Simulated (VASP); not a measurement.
# Si3C4 in VASP: notebook

The runs below take Si3C4 through single point, with PBE.

Program: VASP 6.6.1. These are calculated values, not measurements. Logs are shortened: lines on timing, memory, paths and dates and some standing lists are left out, and cuts for length are marked.

### 1 The cell of the first run

It takes space group R-3m (No. 166, trigonal). The conventional cell has a = 3.097 Å, b = 3.097 Å, c = 26.961 Å, α = 90.00°, β = 90.00°, γ = 120.00°. Within 2.4 Å of Si (site symmetry 3m) lie 4 C at 1.83 to 1.92 Å. Si (site symmetry -3m) has 6 C at 2.04 Å within 2.7 Å. Within 2.5 Å of C (site symmetry 3m) lie 4 Si at 1.92 to 2.04 Å. Within 2.4 Å of C (site symmetry 3m) lie 3 Si at 1.83 Å.

The cell was built from a structure type or drawn by symmetry, and may not be a known phase.

### 2 Single point, PBE, collinear spin

Input file INCAR:

```
PREC = Accurate ; ENCUT = 520
EDIFF = 1E-6 ; ISMEAR = 0
SIGMA = 0.1 ; LREAL = F
LASPH = T ; NELM = 150
ALGO = Normal ; ISIF = 2
LWAVE = F ; LCHARG = F
ISPIN = 2 ; MAGMOM = 0 0 0 1 1 1 1
LORBIT = 11 ; GGA = PE
NBANDS = 27
```

Input file KPOINTS:

```
regular mesh
0
Gamma
  6 6 6
```

Input file POSCAR:

```
Si3C4
1.0
    1.5485944859      0.8940814433      8.9870877873
   -1.5485944859      0.8940814433      8.9870877873
    0.0000000000     -1.7881628866      8.9870877873
Si C
3 4
Direct
    0.7745507884      0.7745507884      0.7745507884
    0.2254492116      0.2254492116      0.2254492116
    0.0000000000      0.0000000000      0.0000000000
    0.7033881579      0.7033881579      0.7033881579
    0.1223489928      0.1223489928      0.1223489928
    0.2966118421      0.2966118421      0.2966118421
    0.8776510072      0.8776510072      0.8776510072
```

Potentials or basis: VASP PAW PBE potentials, release 64 (Si, C).

On the command line:

```console
$ cat potpaw_PBE.64/Si/POTCAR potpaw_PBE.64/C/POTCAR > POTCAR
$ mpirun -np 1 vasp_std > vasp.out
```

OUTCAR:

```text
PREC = Accurate
   ENCUT = 520
   EDIFF = 1E-6
   ISMEAR = 0
   LREAL = F
   LASPH = T
   NELM = 150
   ISIF = 2
   ISPIN = 2
   LORBIT = 11
   GGA = PE

 ion  position               nearest neighbor table
   1  0.775  0.775  0.775-   5 1.83   5 1.83   5 1.83   4 1.92
   2  0.225  0.225  0.225-   7 1.83   7 1.83   7 1.83   6 1.92
   3  0.000  0.000  0.000-   4 2.04   4 2.04   6 2.04   6 2.04   4 2.04   6 2.04
   4  0.703  0.703  0.703-   1 1.92   3 2.04   3 2.04   3 2.04
   5  0.122  0.122  0.122-   1 1.83   1 1.83   1 1.83
   6  0.297  0.297  0.297-   2 1.92   3 2.04   3 2.04   3 2.04
   7  0.878  0.878  0.878-   2 1.83   2 1.83   2 1.83

  LATTYP: Found a trigonal (rhomboedric) cell.
 ALAT       =     9.1632567030
 COS(alpha) =     0.9428776973

  Lattice vectors:

 A1 = (   1.5485944859,   0.8940814433,   8.9870877873)
 A2 = (  -1.5485944859,   0.8940814433,   8.9870877873)
 A3 = (   0.0000000000,  -1.7881628866,   8.9870877873)

Analysis of symmetry for initial positions (statically):
=====================================================================
 Subroutine PRICEL returns:
 Original cell was already a primitive cell.

 Routine SETGRP: Setting up the symmetry group for a
 trigonal (rhombohedral) supercell.

 Subroutine GETGRP returns: Found 12 space group operations
 (whereof 12 operations were pure point group operations)
 out of a pool of 12 trial point group operations.

The static configuration has the point symmetry D_3d.

Analysis of symmetry for dynamics (positions and initial velocities):
=====================================================================
 Subroutine PRICEL returns:
 Original cell was already a primitive cell.

 Routine SETGRP: Setting up the symmetry group for a
 trigonal (rhombohedral) supercell.

 Subroutine GETGRP returns: Found 12 space group operations
 (whereof 12 operations were pure point group operations)
 out of a pool of 12 trial point group operations.

The dynamic configuration has the point symmetry D_3d.

Analysis of structural, dynamic, and magnetic symmetry:
=====================================================================
 Subroutine PRICEL returns:
 Original cell was already a primitive cell.

 Routine SETGRP: Setting up the symmetry group for a
 trigonal (rhombohedral) supercell.

 Subroutine GETGRP returns: Found 12 space group operations
 (whereof 12 operations were pure point group operations)
 out of a pool of 12 trial point group operations.

The overall configuration has the point symmetry D_3d.

 Subroutine INISYM returns: Found 12 space group operations
 (whereof 12 operations are pure point group operations),
 and found     1 'primitive' translations

----------------------------------------------------------------------------------------

                                     Primitive cell

  volume of cell :      74.6595

  direct lattice vectors                    reciprocal lattice vectors
     1.548594486  0.894081443  8.987087787     0.322873421  0.186411057  0.037090250
    -1.548594486  0.894081443  8.987087787    -0.322873421  0.186411057  0.037090250
     0.000000000 -1.788162887  8.987087787     0.000000000 -0.372822114  0.037090250

  length of vectors
     9.163256703  9.163256703  9.163256703     0.374662535  0.374662535  0.374662535

  position of ions in fractional coordinates (direct lattice)
     0.774550788  0.774550788  0.774550788
     0.225449212  0.225449212  0.225449212
     0.000000000  0.000000000  0.000000000
     0.703388158  0.703388158  0.703388158
     0.122348993  0.122348993  0.122348993
     0.296611842  0.296611842  0.296611842
     0.877651007  0.877651007  0.877651007

  ion indices of the primitive-cell ions
   primitive index   ion index
                 1           1
                 2           2
                 3           3
                 4           4
                 5           5
                 6           6
                 7           7

[... 51 lines left out ...]
 -0.333333  0.500000  0.166667     12.000000
 [... further k-points ...]
   k-points           NKPTS =     32   k-points in BZ     NKDIM =     32   number of bands    NBANDS=     27
   number of dos      NEDOS =    301   number of ions     NIONS =      7
   total plane-waves  NPLWV = 343000
   dimension x,y,z NGX =    70 NGY =   70 NGZ =   70
   dimension x,y,z NGXF=   140 NGYF=  140 NGZF=  140
   ions per type =               3   4
   NGX,Y,Z   is equivalent  to a cutoff of  12.70, 12.70, 12.70 a.u.
   NGXF,Y,Z  is equivalent  to a cutoff of  25.40, 25.40, 25.40 a.u.
 SYSTEM =  unknown system
   PREC   = accura    normal or accurate (medium, high low for compatibility)
   ISTART =      0    job   : 0-new  1-cont  2-samecut
   ICHARG =      2    charge: 1-file 2-atom 10-const
   ISPIN  =      2    spin polarized calculation?
   LNONCOLLINEAR =      F non collinear calculations
   LSORBIT =      F    spin-orbit coupling
   LASPH  =      T    aspherical Exc in radial PAW
   ENCUT  =  520.0 eV  38.22 Ry    6.18 a.u.  17.04 17.04 17.04*2*pi/ulx,y,z
   NELM   =    150;   NELMIN=  2; NELMDL= -5     # of ELM steps
   EDIFF  = 0.1E-05   stopping-criterion for ELM
   LREAL  =      F    real-space projection
   EDIFFG = 0.1E-04   stopping-criterion for IOM
   NSW    =      0    number of steps for IOM
   IBRION =     -1    ionic relax: 0-MD 1-quasi-New 2-CG
   NFREE  =      0    steps in history (QN), initial steepest desc. (CG)
   ISIF   =      2    stress and relaxation
   ISYM   =      2    0-nonsym 1-usesym 2-fastsym
   POTIM  = 0.5000    time-step for ionic-motion
   TEBEG  =    0.0;   TEEND  =   0.0 temperature during run
   PSTRESS=    0.0 pullay stress
   NELECT =      28.0000    total number of electrons
   NUPDOWN=      -1.0000    fix difference up-down
   EMIN   =  10.00;   EMAX   =-10.00  energy-range for DOS
   EFERMI =   0.00;   METHOD = LEGACY
   ISMEAR =     0;   SIGMA  =   0.10  broadening in eV -4-tet -1-fermi 0-gaus
   EFERMI_NEDOS =   21; number of points for ismear=-14 and -15
   IALGO  =     38    algorithm
   IMIX   =      4    mixing-type and parameters
     AMIX     =   0.40;   BMIX     =  1.00
     AMIX_MAG =   1.60;   BMIX_MAG =  1.00
  volume/ion in A,a.u.               =      10.67        71.98
  Fermi-wavevector in a.u.,A,eV,Ry     =   1.180590  2.230992 18.963707  1.393793
  Thomas-Fermi vector in A             =   2.316880
   LORBIT       =     11    0 simple, 1 ext, 2 COOP (PROOUT), +10 PAW based schemes
   GGA     = PE    functional components
   LHFCALC =     F    Hartree Fock is set to
   AEXX    =    0.0000 exact exchange contribution
   IVDW    =     0    specifies the selected vdW correction
   LEPSILON=     F    determine dielectric tensor
   LRPA    =     F    only Hartree local field effects (RPA)
 spin polarized calculation
 Gauss-broadening in eV      SIGMA  =   0.10
  energy-cutoff  :      520.00
  volume of cell :       74.66
 maximum number of plane-waves:      2036
 NGX is ok and might be reduce to    70
   NGX = 35   NGY = 35   NGZ = 35

 number of electron      28.0000000 magnetization       0.0003595

 Free energy of the ion-electron system (eV)
  ---------------------------------------------------
  ext. energy  EPLUGINS =         0.00000000
  ---------------------------------------------------
  free energy    TOTEN  =       -47.45342936 eV

  energy without entropy =      -47.43916499  energy(sigma->0) =      -47.44629717

 E-fermi :   7.1685     XC(G=0): -11.1231

 val. band max:        7.1481585478   @ k =   0.5000   0.1667   0.1667
 cond. band min:       7.1916807388   @ k =  -0.3333   0.5000   0.1667
 fundamental gap:      0.0435221910
 Fermi energy:         7.1684900038

 spin component 1

 k-point     1 :       0.0000    0.0000    0.0000
  band No.  band energies     occupation
      1      -8.3072      1.00000
      2      -6.9716      1.00000
      3      -6.8431      1.00000
      4      -2.9492      1.00000
      5       0.1444      1.00000
      6       5.0853      1.00000
[... 685 lines left out ...]
     25      17.0897      0.00000
     26      17.9969      0.00000

 [... further k-points ...]

 spin component 2

 k-point     1 :       0.0000    0.0000    0.0000
  band No.  band energies     occupation
      1      -8.3072      1.00000
      2      -6.9715      1.00000
      3      -6.8430      1.00000
      4      -2.9492      1.00000
      5       0.1445      1.00000
      6       5.0854      1.00000
[... 685 lines left out ...]
     25      17.0897      0.00000
     26      17.9971      0.00000

 [... further k-points ...]

 [bands above 26 left out]

------------------------ aborting loop because EDIFF is reached ----------------------------------------

  FORCE on cell =-STRESS in cart. coord.  units (eV):
  Direction    XX          YY          ZZ          XY          YZ          ZX
  --------------------------------------------------------------------------------------
  -------------------------------------------------------------------------------------
  Total        0.0724015      0.0724015      0.3213882      0.0000000     -0.0000000      0.0000000
  in kB        1.5537222      1.5537222      6.8969252      0.0000000     -0.0000000      0.0000000
  external PRESSURE =       3.3347899 kB  Pullay stress =       0.0000000 kB

 VOLUME and BASIS-vectors are now :
 -----------------------------------------------------------------------------
  energy-cutoff  :      520.00
  volume of cell :       74.66
      direct lattice vectors                 reciprocal lattice vectors
     1.548594486  0.894081443  8.987087787     0.322873421  0.186411057  0.037090250
    -1.548594486  0.894081443  8.987087787    -0.322873421  0.186411057  0.037090250
     0.000000000 -1.788162887  8.987087787     0.000000000 -0.372822114  0.037090250

 POSITION                                       TOTAL-FORCE (eV/Angst)
 -----------------------------------------------------------------------------------
      0.00000      0.00000     20.88287         0.000000     -0.000000      0.052837
      0.00000      0.00000      6.07840         0.000000      0.000000     -0.052837
      0.00000      0.00000      0.00000         0.000000      0.000000     -0.000000
      0.00000      0.00000     18.96423         0.000000     -0.000000      0.035634
      0.00000      0.00000      3.29868         0.000000      0.000000     -0.002244
      0.00000      0.00000      7.99703         0.000000      0.000000     -0.035634
      0.00000      0.00000     23.66258         0.000000      0.000000      0.002244
 -----------------------------------------------------------------------------------
    total drift:                               -0.000000     -0.000000      0.000000

  FREE ENERGIE OF THE ION-ELECTRON SYSTEM (eV)
  ---------------------------------------------------
  free  energy   TOTEN  =       -47.4534293571 eV

  energy  without entropy=      -47.4391649889  energy(sigma->0) =      -47.44629717

 total charge

# of ion       s       p       d       tot
------------------------------------------
    1        0.711   1.000   0.000   1.712
    2        0.711   1.000   0.000   1.712
    3        0.670   0.868   0.000   1.537
    4        0.915   1.440   0.000   2.354
    5        0.886   1.589   0.000   2.474
    6        0.915   1.440   0.000   2.354
    7        0.886   1.589   0.000   2.474
--------------------------------------------------
tot          5.693   8.925   0.000  14.618

 magnetization (x)

# of ion       s       p       d       tot
------------------------------------------
    1       -0.000  -0.000   0.000  -0.000
    2       -0.000  -0.000   0.000  -0.000
    3        0.000   0.000   0.000   0.000
    4       -0.000  -0.000   0.000  -0.000
    5        0.000   0.000   0.000   0.000
    6       -0.000  -0.000   0.000  -0.000
    7        0.000   0.000   0.000   0.000
--------------------------------------------------
tot          0.000   0.000   0.000   0.000
```

Wall time 20 min (1 thread of Intel Xeon Platinum 8375C at 2.90GHz (Ice Lake), shared host); peak memory 0.9 GiB.

What came out:

- Free energy: -47.4534 eV
- Pressure: 0.3 GPa
- Largest force: 0.053 eV/Å
- Band gap on the k mesh: zero (filled and empty bands overlap)
- Net moment: 0.00 μB per cell
- Valence electrons inside the program's atomic spheres: Si 1.71, 1.54 (each value once); C 2.35, 2.47 (each value once)

Forces on the atoms (eV/Å):
```
Si   0.000  0.000  0.053
Si   0.000  0.000 -0.053
Si   0.000  0.000  0.000
C    0.000  0.000  0.036
C    0.000  0.000 -0.002
C    0.000  0.000 -0.036
C    0.000  0.000  0.002
```

Caveat: the k points lie up to 0.39 Å⁻¹ apart, too coarse for converged energies and pressures of a metal; semilocal functionals underestimate gaps, so a narrow gap can read as zero.

### 3 Single point, PBE

Input file INCAR:

```
  PREC = Accurate
  ENCUT = 520
  EDIFF = 1E-6
  ISMEAR = 0
  SIGMA = 0.2
  LREAL = F
  LASPH = T
  NELM = 80
  ALGO = Normal
  ISIF = 2
  LWAVE = F
  LCHARG = F
  GGA = PE
  NBANDS = 23
```

KPOINTS is that of step 2.

Input file POSCAR:

```
Si3C4
1.0
    1.5485944859      0.8940814433      8.9870877873
   -1.5485944859      0.8940814433      8.9870877873
    0.0000000000     -1.7881628866      8.9870877873
Si C
3 4
Direct
    0.7745507884      0.7745507884      0.7745507884
    0.2246248364      0.2246248364      0.2246248364
   -0.0004561060     -0.0004561060     -0.0004561060
    0.7033881579      0.7033881579      0.7033881579
    0.1223489928      0.1223489928      0.1223489928
    0.2957707282      0.2957707282      0.2957707282
    0.8767726024      0.8767726024      0.8767726024
```

Potentials or basis: VASP PAW PBE potentials, release 64 (Si, C).

On the command line:

```console
$ cat potpaw_PBE.64/Si/POTCAR potpaw_PBE.64/C/POTCAR > POTCAR
$ mpirun -np 1 vasp_std > vasp.out
```

Wall time 7.7 min (1 thread of Intel Xeon Platinum 8259CL at 2.50GHz (Skylake/Cascade Lake), shared host); peak memory 0.62 GiB.

The run converged. Its results:

```yaml
Free_energy: -47.4764 eV
Pressure: 0.0 GPa
Largest_force: 0.024 eV/Å
Band_gap_on_the_k_mesh: zero (bands 14 and 15 overlap by 0.74 eV)
```

Forces in eV/Å, atoms in the order of the input:
```
Si   0.000  0.000  0.015
Si   0.000  0.000 -0.024
Si   0.000  0.000  0.003
C    0.000  0.000 -0.001
C    0.000  0.000 -0.009
C    0.000  0.000  0.002
C    0.000  0.000  0.014
```

Stress tensor (GPa, compression positive):
```
-0.26  0.00  0.00
 0.00 -0.26  0.00
 0.00  0.00  0.37
```

Levels at points of the mesh, in eV from the Fermi level:
| k point | band 10 | band 11 | band 12 | band 13 | band 14 | band 15 | band 16 | band 17 | band 18 | band 19 |
| --- | --- | --- | --- | --- | --- | --- | --- | --- | --- | --- |
| (0.00, 0.00, 0.00) | -1.30 | -1.30 | -0.06 | -0.06 | 0.48 | 0.48 | 2.02 | 5.27 | 6.35 | 6.44 |
| (0.50, 0.00, 0.00) | -3.17 | -2.90 | -2.77 | -2.05 | 0.11 | 0.15 | 0.53 | 2.96 | 3.54 | 5.80 |
| (0.50, 0.50, 0.00) | -2.79 | -2.36 | -2.33 | -1.71 | -0.98 | -0.21 | 0.62 | 3.07 | 4.19 | 4.86 |
| (0.50, 0.50, 0.50) | -1.32 | -0.03 | -0.03 | 0.29 | 0.45 | 0.45 | 1.18 | 5.37 | 5.82 | 6.79 |

Caveat: the k points lie up to 0.39 Å⁻¹ apart, too coarse for converged energies and pressures of a metal; semilocal functionals underestimate gaps, so a narrow gap can read as zero.
